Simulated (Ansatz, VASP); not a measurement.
Two plane-wave programs on PbS

POSCAR

```
PbS
1.0
    0.0000000000      2.9657500000      2.9657500000
    2.9657500000      0.0000000000      2.9657500000
    2.9657500000      2.9657500000      0.0000000000
Pb S
1 1
Direct
    0.0000000000      0.0000000000      0.0000000000
    0.5000000000      0.5000000000      0.5000000000
```

File INCAR.step1:

```
SYSTEM = PbS
ALGO = Normal
EDIFF = 1E-5
ENCUT = 520
GGA = PE
ISIF = 2
ISMEAR = -1
LASPH = .TRUE.
LCHARG = .FALSE.
LREAL = .FALSE.
LWAVE = .TRUE.
NBANDS = 17
NELM = 80
PREC = Accurate
SIGMA = 0.05
```

INCAR.step2

```
SYSTEM = PbS
AEXX = 0.15
ALGO = Normal
EDIFF = 1E-7
ENCUT = 520
GGA = PE
HFSCREEN = 0.2
ISIF = 2
ISMEAR = -1
ISTART = 1
LASPH = .TRUE.
LCHARG = .FALSE.
LHFCALC = .TRUE.
LREAL = .FALSE.
LWAVE = .FALSE.
NBANDS = 17
NELM = 80
PREC = Accurate
PRECFOCK = Normal
SIGMA = 0.05
```

KPOINTS

```
k-points
0
G
  4 4 4
  0 0 0
```

File input.yaml:

```yaml
crystal:
  lattice:
    - [0.0, 2.96575, 2.96575]
    - [2.96575, 0.0, 2.96575]
    - [2.96575, 2.96575, 0.0]
  atoms:
    - { symbol: Pb, position: [0.0, 0.0, 0.0] }
    - { symbol: S, position: [0.5, 0.5, 0.5] }
hamiltonian:
  xc: { exchange: pbe, correlation: pbe, exx: { coeff: 0.15, omega: 0.2 } }
  pseudopotentials: { kind: paw }
kpoints:
  mp_grid: { grid: [4, 4, 4] }
scf:
  occupations: { method: fermi_dirac, width: 0.05 }
output:
  forces: true
  stress: true
  eigenvalues: true
```

Alike in both runs: task single point; functional PBE-based screened hybrid; k mesh 4 × 4 × 4; occupations fermi-dirac, width 0.05 eV; no spin polarisation.

```csv
,VASP,Ansatz
version,VASP 6.6.1,Ansatz 0.2.0
potentials or method,"VASP PAW PBE potentials, release 64 (Pb_d, S)",Ansatz PAW
plane-wave cutoff (eV),520,420
valence electrons in the cell,20,20
```

```csv
,VASP,Ansatz,Ansatz less VASP
gap on the k mesh at the Fermi level (eV),0.63,0.62,-0.007
least direct gap on the mesh (eV),0.63,0.62,-0.007
pressure (GPa),1.5,1.6,+0.11
```

VASP's potentials were made for PBE, not for PBE-based screened hybrid.

The k mesh is coarse, so the values compare programs but aren't converged. Neither program's run includes spin-orbit coupling.
